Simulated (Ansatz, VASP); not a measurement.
## WC in VASP and in Ansatz

```xyz
2
Lattice="2.9010 0.0000 0.0000 -1.4505 2.5123 0.0000 0.0000 0.0000 2.8280" Properties=species:S:1:pos:R:3 pbc="T T T"
W     0.0000    0.0000    0.0000
C     1.4505    0.8374    1.4140
```

Alike in both runs: task single point; functional PBE; k mesh 10 × 10 × 8; occupations fermi-dirac, width 0.05 eV; no spin polarisation.

|  | VASP | Ansatz |
| --- | --- | --- |
| version | VASP 6.6.1 | Ansatz 0.2.0 |
| potentials or method | VASP PAW PBE potentials, release 64 (W_sv, C_h), cutoff 1300 eV | scalar-relativistic, plane waves, PAW |
| valence electrons in the cell | 18 | 18 |

|  | VASP | Ansatz | Ansatz less VASP |
| --- | --- | --- | --- |
| pressure (GPa) | 9.6 | 8.5 | -1.12 |
| traceless stress, the component that is largest in VASP (GPa) | 0.25 | 0.08 | -0.167 |

The functional is the same, so the differences come from potentials, cutoffs and numerics.

Neither program's run includes spin-orbit coupling.
